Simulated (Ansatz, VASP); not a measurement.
Two plane-wave programs on FeO

INCAR

```
SYSTEM = FeO
PREC     = Accurate       ! precision mode
ENCUT    = 600            ! plane-wave cutoff, eV
EDIFF    = 1E-6           ! SCF threshold, eV
ISMEAR   = -1             ! smearing method
SIGMA    = 0.05           ! smearing width, eV
LREAL    = .FALSE.        ! projectors in reciprocal space
LASPH    = .TRUE.         ! aspherical terms in the spheres
NELM     = 200            ! most SCF steps
ALGO     = Normal         ! electronic algorithm
ISIF     = 2              ! what is computed and relaxed
LWAVE    = .FALSE.        ! write WAVECAR
LCHARG   = .FALSE.        ! write CHGCAR
ISPIN    = 2              ! spin polarisation
MAGMOM   = 3 0            ! initial moments
LORBIT   = 11             ! projections on sites
LMAXMIX  = 4              ! l up to which the mixer works
GGA      = RP             ! functional
NBANDS   = 18             ! bands
GGA_COMPAT= .FALSE.
```

The input KPOINTS:

```
regular mesh
0
G
  6 6 6
  0 0 0
```

Contents of POSCAR:

```
FeO
1.0
    0.0000000000      2.1554001600      2.1554001600
    2.1554001600      0.0000000000      2.1554001600
    2.1554001600      2.1554001600      0.0000000000
Fe O
1 1
Direct
    0.0000000000      0.0000000000      0.0000000000
    0.5000000000      0.5000000000      0.5000000000
```

input.yaml

```yaml
crystal:
  lattice:
    - [0.0, 2.15540016, 2.15540016]
    - [2.15540016, 0.0, 2.15540016]
    - [2.15540016, 2.15540016, 0.0]
  atoms:
    - { symbol: Fe, position: [0.0, 0.0, 0.0], spin: 3.0 }
    - { symbol: O, position: [0.5, 0.5, 0.5] }
hamiltonian:
  xc: rpbe
  pseudopotentials: { kind: paw }
magnetization:
  spin_polarized: true
kpoints:
  mp_grid: { grid: [6, 6, 6] }
  band_path:
    path:
      - [[0.0, 0.0, 0.0], [0.5, 0.0, 0.5], [0.5, 0.25, 0.75], [0.375, 0.375, 0.75], [0.0, 0.0, 0.0], [0.5, 0.5, 0.5], [0.625, 0.25, 0.625], [0.5, 0.25, 0.75], [0.5, 0.5, 0.5], [0.375, 0.375, 0.75]]
      - [[0.625, 0.25, 0.625], [0.5, 0.0, 0.5]]
    npoints: 14
scf:
  occupations: { method: fermi_dirac, width: 0.05 }
  n_extra_bands: 6
output:
  forces: true
  stress: true
  eigenvalues: true
  fatbands: false
```

Alike in both runs: functional RPBE; k mesh 6 × 6 × 6; occupations fermi-dirac, width 0.05 eV; collinear spin.

|  | VASP | Ansatz |
| --- | --- | --- |
| version | VASP 6.6.1 | Ansatz 0.2.0 |
| potentials or method | VASP PAW PBE potentials, release 64 (Fe, O) | Ansatz PAW |
| plane-wave cutoff (eV) | 600 | 420 |
| valence electrons in the cell | 14 | 22 |
| task | single point | band structure |

|  | VASP | Ansatz | Ansatz less VASP |
| --- | --- | --- | --- |
| gap on the k mesh at the Fermi level (eV) | none | none | - |
| pressure (GPa) | 5.3 | 5.6 | +0.26 |
| net moment per atom (μB) | 2.00 | 2.00 | +0.002 |
| size of the moment on the site where the two differ most (μB) | 3.63 | 3.46 | -0.167 |

VASP's potentials were made for PBE, not for RPBE. Site moments also hang on the region over which each program counts them. A gap of «none» marks a metal or a gap that the smearing closes. VASP's potentials hold 14 valence electrons a cell and Ansatz's 22, so a difference there can come from the potentials and not from the codes.

The k mesh is coarse, so the values compare programs but aren't converged.
